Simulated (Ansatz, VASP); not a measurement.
ScSi2O3 in VASP and in Ansatz

```
Sc Si O
1.0
     3.21022    0.00000    0.00000
     0.00000    3.21022    0.00000
     0.00000    0.00000    7.86119
Sc Si O
1 2 3
Direct
  0.00000 0.00000 0.48557
  0.50000 0.50000 0.86417
  0.00000 0.00000 0.13278
  0.50000 0.00000 0.02177
  0.00000 0.50000 0.02177
  0.50000 0.50000 0.47393
```

Change from the starting cell: species swapped into the Zr2As3Se type (P4mm, No. 99).

Alike in both runs: functional PBE; k mesh 6 × 6 × 4; occupations gaussian, width 0.1 eV; no spin polarisation.

Ansatz relaxed the structure, and its values are those at the end. VASP's run is a single point on that final structure, the one shown.

```csv
,VASP,Ansatz
version,VASP 6.6.1,Ansatz 0.2.0
potentials or method,"VASP PAW PBE potentials, release 64 (Sc_sv, Si, O), cutoff 520 eV","scalar-relativistic, plane waves, PAW"
valence electrons in the cell,37,37
```

|  | VASP | Ansatz | Ansatz less VASP |
| --- | --- | --- | --- |
| gap on the k mesh at the Fermi level (eV) | none | none | - |
| pressure (GPa) | 0.2 | 0.1 | -0.16 |
| rms of the force components (eV/Å) | 0.008 | 0.004 | -0.0032 |

A gap of «none» marks a metal or a gap that the smearing closes.
